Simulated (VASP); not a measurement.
# Be (P6_3/mmc) in VASP: further runs

The runs below take Be through single point, with PBE.

All numbers are computed with VASP 6.6.1; they aren't measurements. Logs are shortened: lines on timing, memory, paths and dates and some standing lists are left out, and cuts for length are marked.

## (1) The cell of the first run

The structure is hexagonal, space group P6_3/mmc (No. 194). Conventional cell: a = 1.898 Å, b = 1.898 Å, c = 3.041 Å, α = 90.00°, β = 90.00°, γ = 120.00°. Within 2.5 Å of Be (site symmetry -6m2) lie 12 Be at 1.87 to 1.90 Å.

## (2) Single point, PBE (volume scaled by 0.6)

Input file INCAR:

```
SYSTEM = Be
ALGO = Normal
EDIFF = 1E-7
ENCUT = 520
GGA = PE
ISIF = 2
ISMEAR = -1
LASPH = .TRUE.
LCHARG = .FALSE.
LREAL = .FALSE.
LWAVE = .FALSE.
NBANDS = 9
NELM = 100
PREC = Accurate
SIGMA = 0.08
```

Input file KPOINTS:

```
k-points
0
G
  19 19 11
  0 0 0
```

Input file POSCAR:

```
Be
1.0
    1.8976415267      0.0000000000      0.0000000000
   -0.9488207633      1.6434057694      0.0000000000
    0.0000000000      0.0000000000      3.0412248606
Be
2
Direct
    0.3333333333      0.6666666667      0.2500000000
    0.6666666667      0.3333333333      0.7500000000
```

Potentials or basis: VASP PAW PBE potentials, release 64 (Be).

Launch:

```sh
$ cat potpaw_PBE.64/Be/POTCAR > POTCAR
$ mpirun -np 1 vasp_std > vasp.out
```

OUTCAR:

```text
SYSTEM = Be
   EDIFF = 1E-7
   ENCUT = 520
   GGA = PE
   ISIF = 2
   ISMEAR = -1
   LASPH = .TRUE.
   LREAL = .FALSE.
   NELM = 100
   PREC = Accurate

 ion  position               nearest neighbor table
   1  0.333  0.667  0.250-   2 1.87   2 1.87   2 1.87   2 1.87   2 1.87   2 1.87
   2  0.667  0.333  0.750-   1 1.87   1 1.87   1 1.87   1 1.87   1 1.87   1 1.87

  LATTYP: Found a hexagonal cell.
 ALAT       =     1.8976415267
 C/A-ratio  =     1.6026340159

  Lattice vectors:

 A1 = (   1.8976415267,   0.0000000000,   0.0000000000)
 A2 = (  -0.9488207633,   1.6434057694,   0.0000000000)
 A3 = (   0.0000000000,   0.0000000000,   3.0412248606)

Analysis of symmetry for initial positions (statically):
=====================================================================
 Subroutine PRICEL returns:
 Original cell was already a primitive cell.

 Routine SETGRP: Setting up the symmetry group for a
 hexagonal supercell.

 Subroutine GETGRP returns: Found 24 space group operations
 (whereof 12 operations were pure point group operations)
 out of a pool of 24 trial point group operations.

The static configuration has the point symmetry D_3d.
 The point group associated with its full space group is D_6h.

Analysis of symmetry for dynamics (positions and initial velocities):
=====================================================================
 Subroutine PRICEL returns:
 Original cell was already a primitive cell.

 Routine SETGRP: Setting up the symmetry group for a
 hexagonal supercell.

 Subroutine GETGRP returns: Found 24 space group operations
 (whereof 12 operations were pure point group operations)
 out of a pool of 24 trial point group operations.

The dynamic configuration has the point symmetry D_3d.
 The point group associated with its full space group is D_6h.

 Subroutine INISYM returns: Found 24 space group operations
 (whereof 12 operations are pure point group operations),
 and found     1 'primitive' translations

----------------------------------------------------------------------------------------

                                     Primitive cell

  volume of cell :       9.4843

  direct lattice vectors                    reciprocal lattice vectors
     1.897641527  0.000000000  0.000000000     0.526969918  0.304246224  0.000000000
    -0.948820763  1.643405769  0.000000000     0.000000000  0.608492448  0.000000000
     0.000000000  0.000000000  3.041224861     0.000000000  0.000000000  0.328814884

  length of vectors
     1.897641527  1.897641527  3.041224861     0.608492448  0.608492448  0.328814884

  position of ions in fractional coordinates (direct lattice)
     0.333333333  0.666666667  0.250000000
     0.666666667  0.333333333  0.750000000

  ion indices of the primitive-cell ions
   primitive index   ion index
                 1           1
                 2           2

----------------------------------------------------------------------------------------

 KPOINTS: k-points

Automatic generation of k-mesh.
 Grid dimensions read from file:
 generate k-points for:   19   19   11

 Generating k-lattice:

  Cartesian coordinates                     Fractional coordinates (reciprocal lattice)
     0.027735259  0.016012959  0.000000000     0.052631579  0.000000000  0.000000000
     0.000000000  0.032025918  0.000000000     0.000000000  0.052631579  0.000000000
     0.000000000  0.000000000  0.029892262     0.000000000  0.000000000  0.090909091

  Length of vectors
     0.032025918  0.032025918  0.029892262

  Shift w.r.t. Gamma in fractional coordinates (k-lattice)
     0.000000000  0.000000000  0.000000000

 Subroutine IBZKPT returns following result:
 ===========================================

 Found    240 irreducible k-points:

 Following reciprocal coordinates:
            Coordinates               Weight
  0.000000  0.000000  0.000000      1.000000
  0.052632  0.000000  0.000000      6.000000
  0.105263  0.000000  0.000000      6.000000
  0.157895  0.000000  0.000000      6.000000
  0.210526  0.000000  0.000000      6.000000
  0.263158  0.000000  0.000000      6.000000
[... 16 lines left out ...]
  0.263158  0.105263  0.000000     12.000000
  0.315789  0.105263  0.000000     12.000000
 [... further k-points ...]
   k-points           NKPTS =    240   k-points in BZ     NKDIM =    240   number of bands    NBANDS=      9
   number of dos      NEDOS =    301   number of ions     NIONS =      2
   total plane-waves  NPLWV =   4704
   dimension x,y,z NGX =    14 NGY =   14 NGZ =   24
   dimension x,y,z NGXF=    28 NGYF=   28 NGZF=   48
   ions per type =               2
   NGX,Y,Z   is equivalent  to a cutoff of  12.26, 12.26, 13.12 a.u.
   NGXF,Y,Z  is equivalent  to a cutoff of  24.53, 24.53, 26.24 a.u.
 SYSTEM =  Be
   PREC   = accura    normal or accurate (medium, high low for compatibility)
   ISTART =      0    job   : 0-new  1-cont  2-samecut
   ICHARG =      2    charge: 1-file 2-atom 10-const
   ISPIN  =      1    spin polarized calculation?
   LNONCOLLINEAR =      F non collinear calculations
   LSORBIT =      F    spin-orbit coupling
   LASPH  =      T    aspherical Exc in radial PAW
   ENCUT  =  520.0 eV  38.22 Ry    6.18 a.u.   3.53  3.53  5.65*2*pi/ulx,y,z
   NELM   =    100;   NELMIN=  2; NELMDL= -5     # of ELM steps
   EDIFF  = 0.1E-06   stopping-criterion for ELM
   LREAL  =      F    real-space projection
   EDIFFG = 0.1E-05   stopping-criterion for IOM
   NSW    =      0    number of steps for IOM
   IBRION =     -1    ionic relax: 0-MD 1-quasi-New 2-CG
   NFREE  =      0    steps in history (QN), initial steepest desc. (CG)
   ISIF   =      2    stress and relaxation
   ISYM   =      2    0-nonsym 1-usesym 2-fastsym
   POTIM  = 0.5000    time-step for ionic-motion
   TEBEG  =    0.0;   TEEND  =   0.0 temperature during run
   PSTRESS=    0.0 pullay stress
   NELECT =       4.0000    total number of electrons
   NUPDOWN=      -1.0000    fix difference up-down
   EMIN   =  10.00;   EMAX   =-10.00  energy-range for DOS
   EFERMI =   0.00;   METHOD = LEGACY
   ISMEAR =    -1;   SIGMA  =   0.08  broadening in eV -4-tet -1-fermi 0-gaus
   EFERMI_NEDOS =   21; number of points for ismear=-14 and -15
   IALGO  =     38    algorithm
   IMIX   =      4    mixing-type and parameters
     AMIX     =   0.40;   BMIX     =  1.00
     AMIX_MAG =   1.60;   BMIX_MAG =  1.00
  volume/ion in A,a.u.               =       4.74        32.00
  Fermi-wavevector in a.u.,A,eV,Ry     =   1.227700  2.320017 20.507351  1.507248
  Thomas-Fermi vector in A             =   2.362654
   LORBIT       =      0    0 simple, 1 ext, 2 COOP (PROOUT), +10 PAW based schemes
   GGA     = PE    functional components
   LHFCALC =     F    Hartree Fock is set to
   AEXX    =    0.0000 exact exchange contribution
   IVDW    =     0    specifies the selected vdW correction
   LEPSILON=     F    determine dielectric tensor
   LRPA    =     F    only Hartree local field effects (RPA)
 non-spin polarized calculation
  energy-cutoff  :      520.00
  volume of cell :        9.48
 maximum number of plane-waves:       269
 NGX is ok and might be reduce to    14
   NGX =  7   NGY =  7   NGZ = 11

 number of electron       4.0000000 magnetization

 Free energy of the ion-electron system (eV)
  ---------------------------------------------------
  ext. energy  EPLUGINS =         0.00000000
  ---------------------------------------------------
  free energy    TOTEN  =        -5.54153098 eV

  energy without entropy =       -5.54034364  energy(sigma->0) =       -5.54093731

 E-fermi :  11.9713     XC(G=0): -12.4192

 val. band max:       11.7941156759   @ k =   0.2632   0.2105   0.0909
 cond. band min:      11.9904806761   @ k =   0.3158   0.1053   0.0000
 fundamental gap:      0.1963650002
 Fermi energy:        11.9713351271

 k-point     1 :       0.0000    0.0000    0.0000
  band No.  band energies     occupation
      1      -2.1190      2.00000
      2       5.1587      2.00000
      3      15.1641      0.00000
      4      36.2753      0.00000
      5      36.2753      0.00000
      6      40.1652      0.00000
      7      40.1652      0.00000
      8      42.7564      0.00000
      9      49.5393      0.00000

 k-point     2 :       0.0526    0.0000    0.0000
  band No.  band energies     occupation
      1      -2.0294      2.00000
      2       5.3090      2.00000
      3      15.1347      0.00000
      4      35.2473      0.00000
      5      35.3955      0.00000
      6      40.2742      0.00000
      7      40.7352      0.00000
      8      42.5766      0.00000
      9      48.1779      0.00000

 k-point     3 :       0.1053    0.0000    0.0000
  band No.  band energies     occupation
      1      -1.7596      2.00000
      2       5.7597      2.00000
      3      15.0429      0.00000
      4      32.7975      0.00000
      5      33.7186      0.00000
      6      40.5370      0.00000
      7      41.3247      0.00000
      8      41.8854      0.00000
      9      45.3456      0.00000

 k-point     4 :       0.1579    0.0000    0.0000
  band No.  band energies     occupation
      1      -1.3073      2.00000
      2       6.5100      2.00000
      3      14.8699      0.00000
      4      29.8740      0.00000
      5      31.9825      0.00000
      6      40.2555      0.00000
      7      40.5376      0.00000
      8      41.1506      0.00000
      9      42.4458      0.00000
[... 205 lines left out ...]
 k-point    22 :       0.2105    0.1053    0.0000
  band No.  band energies     occupation
      1       0.4419      2.00000
      2       9.3475      2.00000
      3      14.1180      0.00000
      4      23.2183      0.00000
      5      27.6371      0.00000
      6      34.0558      0.00000
      7      36.7967      0.00000
      8      38.7402      0.00000
      9      41.9830      0.00000

 k-point    23 :       0.2632    0.1053    0.0000
  band No.  band energies     occupation
      1       1.4625      2.00000
      2      10.9756      1.99999
      3      13.3031      0.00000
      4      21.4277      0.00000
      5      26.1777      0.00000
      6      30.6428      0.00000
      7      34.9025      0.00000
      8      38.0457      0.00000
      9      40.4903      0.00000

 k-point    24 :       0.3158    0.1053    0.0000
  band No.  band energies     occupation
      1       2.6548      2.00000
      2      11.9905      0.88091
      3      12.8754      0.00002
      4      20.5428      0.00000
      5      24.8095      0.00000
      6      27.2481      0.00000
      7      33.3901      0.00000
      8      37.4961      0.00000
      9      39.4738      0.00000

 [... further k-points ...]
[... 5 lines left out ...]
  --------------------------------------------------------------------------------------
  -------------------------------------------------------------------------------------
  Total        8.6841575      8.6841575      8.6854307      0.0000000      0.0000000      0.0000000
  in kB     1467.0021761   1467.0021761   1467.2172635      0.0000000      0.0000000      0.0000000
  external PRESSURE =    1467.0738719 kB  Pullay stress =       0.0000000 kB

 VOLUME and BASIS-vectors are now :
 -----------------------------------------------------------------------------
  energy-cutoff  :      520.00
  volume of cell :        9.48
      direct lattice vectors                 reciprocal lattice vectors
     1.897641527  0.000000000  0.000000000     0.526969918  0.304246224  0.000000000
    -0.948820763  1.643405769  0.000000000     0.000000000  0.608492448  0.000000000
     0.000000000  0.000000000  3.041224861     0.000000000  0.000000000  0.328814884

 POSITION                                       TOTAL-FORCE (eV/Angst)
 -----------------------------------------------------------------------------------
     -0.00000      1.09560      0.76031        -0.000000     -0.000000      0.000000
      0.94882      0.54780      2.28092         0.000000      0.000000      0.000000
 -----------------------------------------------------------------------------------
    total drift:                                0.000000     -0.000000      0.000000

  FREE ENERGIE OF THE ION-ELECTRON SYSTEM (eV)
  ---------------------------------------------------
  free  energy   TOTEN  =        -5.5415309775 eV

  energy  without entropy=       -5.5403436390  energy(sigma->0) =       -5.54093731
```

Run time: 5.1 s. Hardware: 1 thread of Intel Xeon 6975P-C (Granite Rapids), shared host; peak memory 0.12 GiB.

What came out:

- Free energy: -5.5415 eV
- Pressure: 146.7 GPa
- Band gap on the k mesh: zero (band 2 reaches 12.98 eV, above the bottom of band 3 at 11.12 eV)

(Continued in part 2 of 2.)
